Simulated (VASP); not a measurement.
# MgO (P-6m2) in VASP: notebook

The runs below take MgO through single point, with LDA.

Program: VASP 6.6.1. These are calculated values, not measurements. Logs are shortened: lines on timing, memory, paths and dates and some standing lists are left out, and cuts for length are marked.

## 1. The cell of the first run

It takes space group P-6m2 (No. 187, hexagonal). The conventional cell has a = 2.977 Å, b = 2.977 Å, c = 2.715 Å, α = 90.00°, β = 90.00°, γ = 120.00°. Mg (site symmetry -6m2) has 6 O at 2.19 Å and 8 Mg at 2.71 to 2.98 Å within 3.0 Å. O (site symmetry -6m2) has 6 Mg at 2.19 Å and 8 O at 2.71 to 2.98 Å within 3.0 Å.

## 2. Single point, LDA

File INCAR:

```
SYSTEM = MgO
PREC = Accurate ; ENCUT = 600
EDIFF = 1E-6 ; ISMEAR = 0
SIGMA = 0.01 ; LREAL = .False.
LASPH = .True. ; NELM = 120
ALGO = Normal ; ISIF = 2
LWAVE = .False. ; LCHARG = .False.
NBANDS = 11 ; GGA_COMPAT = .False.
```

File KPOINTS:

```
regular mesh
0
Gamma
  12 12 8
  0 0 0
```

File POSCAR:

```
MgO
1.0
    2.9766836048      0.0000000000      0.0000000000
   -1.4883412958      2.5778838002      0.0000000000
    0.0000000000      0.0000000000      2.7149429912
Mg O
1 1
Direct
    0.0000000000      0.0000000000      0.0000000000
    0.3333333333      0.6666666667      0.5000000000
```

Potentials or basis: VASP PAW LDA potentials, release 64 (Mg, O).

Launch:

```bash
$ cat potpaw_LDA.64/Mg/POTCAR potpaw_LDA.64/O/POTCAR > POTCAR
$ mpirun -np 1 vasp_std > vasp.out
```

OUTCAR:

```text
SYSTEM = MgO
   PREC = Accurate
   ENCUT = 600
   EDIFF = 1E-6
   ISMEAR = 0
   LREAL = .False.
   LASPH = .True.
   NELM = 120
   ISIF = 2

 ion  position               nearest neighbor table
   1  0.000  0.000  0.000-   2 2.19   2 2.19   2 2.19   2 2.19   2 2.19   2 2.19
   2  0.333  0.667  0.500-   1 2.19   1 2.19   1 2.19   1 2.19   1 2.19   1 2.19

  LATTYP: Found a hexagonal cell.
 ALAT       =     2.9766836048
 C/A-ratio  =     0.9120697231

  Lattice vectors:

 A1 = (   2.9766836048,   0.0000000000,   0.0000000000)
 A2 = (  -1.4883412958,   2.5778838002,   0.0000000000)
 A3 = (   0.0000000000,   0.0000000000,   2.7149429912)

Analysis of symmetry for initial positions (statically):
=====================================================================
 Subroutine PRICEL returns:
 Original cell was already a primitive cell.

 Routine SETGRP: Setting up the symmetry group for a
 hexagonal supercell.

 Subroutine GETGRP returns: Found 12 space group operations
 (whereof 12 operations were pure point group operations)
 out of a pool of 24 trial point group operations.

The static configuration has the point symmetry D_3h.

Analysis of symmetry for dynamics (positions and initial velocities):
=====================================================================
 Subroutine PRICEL returns:
 Original cell was already a primitive cell.

 Routine SETGRP: Setting up the symmetry group for a
 hexagonal supercell.

 Subroutine GETGRP returns: Found 12 space group operations
 (whereof 12 operations were pure point group operations)
 out of a pool of 24 trial point group operations.

The dynamic configuration has the point symmetry D_3h.

 Subroutine INISYM returns: Found 12 space group operations
 (whereof 12 operations are pure point group operations),
 and found     1 'primitive' translations

----------------------------------------------------------------------------------------

                                     Primitive cell

  volume of cell :      20.8332

  direct lattice vectors                    reciprocal lattice vectors
     2.976683605  0.000000000  0.000000000     0.335944337  0.193957474  0.000000000
    -1.488341296  2.577883800  0.000000000     0.000000000  0.387915080  0.000000000
     0.000000000  0.000000000  2.714942991     0.000000000  0.000000000  0.368331859

  length of vectors
     2.976683605  2.976683507  2.714942991     0.387915067  0.387915080  0.368331859

  position of ions in fractional coordinates (direct lattice)
     0.000000000  0.000000000  0.000000000
     0.333333333  0.666666667  0.500000000

  ion indices of the primitive-cell ions
   primitive index   ion index
                 1           1
                 2           2

----------------------------------------------------------------------------------------

 KPOINTS: regular mesh

Automatic generation of k-mesh.
 Grid dimensions read from file:
 generate k-points for:   12   12    8

 Generating k-lattice:

  Cartesian coordinates                     Fractional coordinates (reciprocal lattice)
     0.027995361  0.016163123  0.000000000     0.083333333  0.000000000  0.000000000
     0.000000000  0.032326257  0.000000000     0.000000000  0.083333333  0.000000000
     0.000000000  0.000000000  0.046041482     0.000000000  0.000000000  0.125000000

  Length of vectors
     0.032326256  0.032326257  0.046041482

  Shift w.r.t. Gamma in fractional coordinates (k-lattice)
     0.000000000  0.000000000  0.000000000

 Subroutine IBZKPT returns following result:
 ===========================================

 Found     95 irreducible k-points:

 Following reciprocal coordinates:
            Coordinates               Weight
  0.000000  0.000000  0.000000      1.000000
  0.083333  0.000000  0.000000      6.000000
  0.166667  0.000000  0.000000      6.000000
  0.250000  0.000000  0.000000      6.000000
  0.333333 -0.000000  0.000000      6.000000
  0.416667  0.000000  0.000000      6.000000
[... 16 lines left out ...]
  0.250000  0.000000  0.125000     12.000000
  0.333333 -0.000000  0.125000     12.000000
 [... further k-points ...]
   k-points           NKPTS =     95   k-points in BZ     NKDIM =     95   number of bands    NBANDS=     11
   number of dos      NEDOS =    301   number of ions     NIONS =      2
   total plane-waves  NPLWV =  13824
   dimension x,y,z NGX =    24 NGY =   24 NGZ =   24
   dimension x,y,z NGXF=    48 NGYF=   48 NGZF=   48
   ions per type =               1   1
   NGX,Y,Z   is equivalent  to a cutoff of  13.40, 13.40, 14.70 a.u.
   NGXF,Y,Z  is equivalent  to a cutoff of  26.81, 26.81, 29.39 a.u.
 SYSTEM =  MgO
   PREC   = accura    normal or accurate (medium, high low for compatibility)
   ISTART =      0    job   : 0-new  1-cont  2-samecut
   ICHARG =      2    charge: 1-file 2-atom 10-const
   ISPIN  =      1    spin polarized calculation?
   LNONCOLLINEAR =      F non collinear calculations
   LSORBIT =      F    spin-orbit coupling
   LASPH  =      T    aspherical Exc in radial PAW
   ENCUT  =  600.0 eV  44.10 Ry    6.64 a.u.   5.95  5.95  5.42*2*pi/ulx,y,z
   NELM   =    120;   NELMIN=  2; NELMDL= -5     # of ELM steps
   EDIFF  = 0.1E-05   stopping-criterion for ELM
   LREAL  =      F    real-space projection
   EDIFFG = 0.1E-04   stopping-criterion for IOM
   NSW    =      0    number of steps for IOM
   IBRION =     -1    ionic relax: 0-MD 1-quasi-New 2-CG
   NFREE  =      0    steps in history (QN), initial steepest desc. (CG)
   ISIF   =      2    stress and relaxation
   ISYM   =      2    0-nonsym 1-usesym 2-fastsym
   POTIM  = 0.5000    time-step for ionic-motion
   TEBEG  =    0.0;   TEEND  =   0.0 temperature during run
   PSTRESS=    0.0 pullay stress
   NELECT =       8.0000    total number of electrons
   NUPDOWN=      -1.0000    fix difference up-down
   EMIN   =  10.00;   EMAX   =-10.00  energy-range for DOS
   EFERMI =   0.00;   METHOD = LEGACY
   ISMEAR =     0;   SIGMA  =   0.01  broadening in eV -4-tet -1-fermi 0-gaus
   EFERMI_NEDOS =   21; number of points for ismear=-14 and -15
   IALGO  =     38    algorithm
   IMIX   =      4    mixing-type and parameters
     AMIX     =   0.40;   BMIX     =  1.00
     AMIX_MAG =   1.60;   BMIX_MAG =  1.00
  volume/ion in A,a.u.               =      10.42        70.29
  Fermi-wavevector in a.u.,A,eV,Ry     =   1.189924  2.248630 19.264752  1.415919
  Thomas-Fermi vector in A             =   2.326020
   LORBIT       =      0    0 simple, 1 ext, 2 COOP (PROOUT), +10 PAW based schemes
   GGA     = CA    functional components
   LHFCALC =     F    Hartree Fock is set to
   AEXX    =    0.0000 exact exchange contribution
   IVDW    =     0    specifies the selected vdW correction
   LEPSILON=     F    determine dielectric tensor
   LRPA    =     F    only Hartree local field effects (RPA)
 non-spin polarized calculation
 Gauss-broadening in eV      SIGMA  =   0.01
  energy-cutoff  :      600.00
  volume of cell :       20.83
 maximum number of plane-waves:       720
 NGX is ok and might be reduce to    24
   NGX = 11   NGY = 11   NGZ = 11

 number of electron       7.9999999 magnetization

 Free energy of the ion-electron system (eV)
  ---------------------------------------------------
  ext. energy  EPLUGINS =         0.00000000
  ---------------------------------------------------
  free energy    TOTEN  =       -12.61330767 eV

  energy without entropy =      -12.61330767  energy(sigma->0) =      -12.61330767

 E-fermi :   2.7554     XC(G=0): -11.0496

 val. band max:        2.6935909114   @ k =   0.3333   0.3333   0.0000
 cond. band min:       5.3552217469   @ k =   0.0000   0.0000   0.0000
 fundamental gap:      2.6616308355
 Fermi energy:         2.7554307986

 k-point     1 :       0.0000    0.0000    0.0000
  band No.  band energies     occupation
      1     -14.2650      2.00000
      2       2.1175      2.00000
      3       2.1175      2.00000
      4       2.2941      2.00000
      5       5.3552      0.00000
      6      14.1989      0.00000
      7      17.6674      0.00000
      8      17.6674      0.00000
      9      21.9022      0.00000
     10      22.6508      0.00000
     11      24.2778      0.00000

 k-point     2 :       0.0833    0.0000    0.0000
  band No.  band energies     occupation
      1     -14.2057      2.00000
      2       1.6302      2.00000
      3       2.0660      2.00000
      4       2.3162      2.00000
      5       5.8212      0.00000
      6      14.1966      0.00000
      7      16.9660      0.00000
      8      17.8328      0.00000
      9      22.5472      0.00000
     10      22.7189      0.00000
     11      24.3999      0.00000

 k-point     3 :       0.1667    0.0000    0.0000
  band No.  band energies     occupation
      1     -14.0389      2.00000
      2       0.6396      2.00000
      3       1.9291      2.00000
      4       2.3777      2.00000
      5       6.7536      0.00000
      6      13.9124      0.00000
      7      16.1859      0.00000
      8      18.2671      0.00000
      9      22.2520      0.00000
     10      22.9276      0.00000
     11      24.8118      0.00000

 k-point     4 :       0.2500    0.0000    0.0000
  band No.  band energies     occupation
      1     -13.7979      2.00000
      2      -0.3955      2.00000
      3       1.7506      2.00000
      4       2.4641      2.00000
      5       7.7015      0.00000
      6      13.2016      0.00000
      7      16.0464      0.00000
      8      18.8067      0.00000
      9      21.8215      0.00000
     10      22.7004      0.00000
     11      25.6334      0.00000

 k-point     5 :       0.3333   -0.0000    0.0000
  band No.  band energies     occupation
      1     -13.5391      2.00000
      2      -1.2741      2.00000
      3       1.5809      2.00000
      4       2.5534      2.00000
      5       8.4457      0.00000
      6      12.6572      0.00000
      7      15.9055      0.00000
      8      19.2677      0.00000
      9      21.3643      0.00000
     10      22.9191      0.00000
     11      26.9837      0.00000
[... 211 lines left out ...]
 k-point    21 :       0.0833    0.0000    0.1250
  band No.  band energies     occupation
      1     -14.0752      2.00000
      2       1.1571      2.00000
      3       1.8624      2.00000
      4       2.1343      2.00000
      5       6.5856      0.00000
      6      14.2582      0.00000
      7      17.1957      0.00000
      8      18.0235      0.00000
      9      21.9574      0.00000
     10      23.1980      0.00000
     11      23.5504      0.00000

 k-point    22 :       0.1667    0.0000    0.1250
  band No.  band energies     occupation
      1     -13.9137      2.00000
      2       0.6315      2.00000
      3       1.5986      2.00000
      4       1.9974      2.00000
      5       7.3797      0.00000
      6      13.9931      0.00000
      7      16.4312      0.00000
      8      18.4011      0.00000
      9      20.7599      0.00000
     10      23.8024      0.00000
     11      24.3231      0.00000

 k-point    23 :       0.2500    0.0000    0.1250
  band No.  band energies     occupation
      1     -13.6809      2.00000
      2      -0.2868      2.00000
      3       1.6876      2.00000
      4       1.8187      2.00000
      5       8.1912      0.00000
      6      13.3036      0.00000
      7      16.3535      0.00000
      8      18.8260      0.00000
      9      19.7380      0.00000
     10      24.3548      0.00000
     11      24.9649      0.00000

 k-point    24 :       0.3333   -0.0000    0.1250
  band No.  band energies     occupation
      1     -13.4315      2.00000
      2      -1.1204      2.00000
      3       1.6486      2.00000
      4       1.8318      2.00000
      5       8.8080      0.00000
      6      12.6963      0.00000
      7      16.3345      0.00000
      8      19.1318      0.00000
      9      19.2014      0.00000
     10      25.1726      0.00000
     11      25.4746      0.00000

 [... further k-points ...]

------------------------ aborting loop because EDIFF is reached ----------------------------------------

  FORCE on cell =-STRESS in cart. coord.  units (eV):
  Direction    XX          YY          ZZ          XY          YZ          ZX
  --------------------------------------------------------------------------------------
  -------------------------------------------------------------------------------------
  Total       -1.8875404     -1.8875406     -2.2331758     -0.0000004      0.0000000      0.0000000
  in kB     -145.1610514   -145.1610716   -171.7420974     -0.0000285      0.0000000      0.0000000
  external PRESSURE =    -154.0214068 kB  Pullay stress =       0.0000000 kB

 VOLUME and BASIS-vectors are now :
 -----------------------------------------------------------------------------
  energy-cutoff  :      600.00
  volume of cell :       20.83
      direct lattice vectors                 reciprocal lattice vectors
     2.976683605  0.000000000  0.000000000     0.335944337  0.193957474  0.000000000
    -1.488341296  2.577883800  0.000000000     0.000000000  0.387915080  0.000000000
     0.000000000  0.000000000  2.714942991     0.000000000  0.000000000  0.368331859

 POSITION                                       TOTAL-FORCE (eV/Angst)
 -----------------------------------------------------------------------------------
      0.00000      0.00000      0.00000        -0.000000      0.000000      0.000000
      0.00000      1.71859      1.35747         0.000000      0.000000      0.000000
 -----------------------------------------------------------------------------------
    total drift:                                0.000009     -0.000003     -0.000000

  FREE ENERGIE OF THE ION-ELECTRON SYSTEM (eV)
  ---------------------------------------------------
  free  energy   TOTEN  =       -12.6133076677 eV

  energy  without entropy=      -12.6133076677  energy(sigma->0) =      -12.61330767
```

It took 24 s on 1 thread of Intel Xeon 8259CL, shared host; peak memory 0.14 GiB.

What came out:

```
Free energy            : -12.6133 eV
Pressure               : -15.4 GPa
Band gap on the k mesh : 2.66 eV (least direct gap 3.06 eV)
```

Levels at points of the mesh, in eV from the valence-band top:
| k point | band 1 | band 2 | band 3 | band 4 | band 5 | band 6 | band 7 | band 8 |
| --- | --- | --- | --- | --- | --- | --- | --- | --- |
| (0.00, 0.00, 0.00) | -16.96 | -0.58 | -0.58 | -0.40 | 2.66 | 11.51 | 14.97 | 14.97 |
| (0.50, 0.00, 0.00) | -15.95 | -4.77 | -1.27 | -0.05 | 6.26 | 9.93 | 12.62 | 16.95 |
| (0.00, 0.00, 0.50) | -15.92 | -5.24 | -0.08 | -0.08 | 7.82 | 8.55 | 17.02 | 17.02 |
| (0.50, 0.00, 0.50) | -15.22 | -3.61 | -3.25 | -0.78 | 5.51 | 10.94 | 13.19 | 14.22 |

Caveat: the cell stands under tension.

## 3. Single point, LDA

This run uses another cell than the first one, of 10.82 Å³/atom.

File INCAR:

```
  PREC = Accurate
  ENCUT = 600
  EDIFF = 1E-6
  ISMEAR = 0
  SIGMA = 0.01
  LREAL = False
  LASPH = True
  NELM = 120
  ALGO = Normal
  ISIF = 2
  LWAVE = False
  LCHARG = False
  GGA = CA
  NBANDS = 11
  GGA_COMPAT = False
```

File KPOINTS:

```
Automatic mesh
0
Gamma
  12 12 8
```

File POSCAR:

```
MgO
1.0
    3.0143671445      0.0000000000      0.0000000000
   -1.5071830593      2.6105187052      0.0000000000
    0.0000000000      0.0000000000      2.7493130069
Mg O
1 1
Direct
    0.0000000000      0.0000000000      0.0000000000
    0.3333333333      0.6666666667      0.5000000000
```

Potentials or basis: VASP PAW LDA potentials, release 64 (Mg, O).

Launch:

```bash
$ cat potpaw_LDA.64/Mg/POTCAR potpaw_LDA.64/O/POTCAR > POTCAR
$ mpirun -np 1 vasp_std > vasp.out
```

Run time: 22 s. Hardware: 1 thread of Intel Xeon 8259CL, shared host; peak memory 0.15 GiB.

It converged, with:

- Free energy: -12.5290 eV
- Pressure: -18.8 GPa
- Band gap on the k mesh: 2.40 eV (least direct gap 2.79 eV)

Stress tensor (GPa, compression positive):
```
-17.61   0.00   0.00
  0.00 -17.61   0.00
  0.00   0.00 -21.12
```

Levels at points of the mesh, in eV from the valence-band top:
```tsv
k point	band 1	band 2	band 3	band 4	band 5	band 6	band 7	band 8	band 9
(0.00, 0.00, 0.00)	-16.77	-0.55	-0.55	-0.39	2.40	11.38	14.67	14.67	18.81
(0.50, 0.00, 0.00)	-15.84	-4.60	-1.22	-0.05	6.08	9.53	12.38	16.44	17.80
(0.00, 0.00, 0.50)	-15.80	-5.07	-0.08	-0.08	7.51	8.26	16.75	16.75	17.70
(0.50, 0.00, 0.50)	-15.15	-3.48	-3.12	-0.74	5.40	10.69	12.71	13.83	14.19
```

Caveat: the cell stands under tension. A k mesh can miss the band edges.
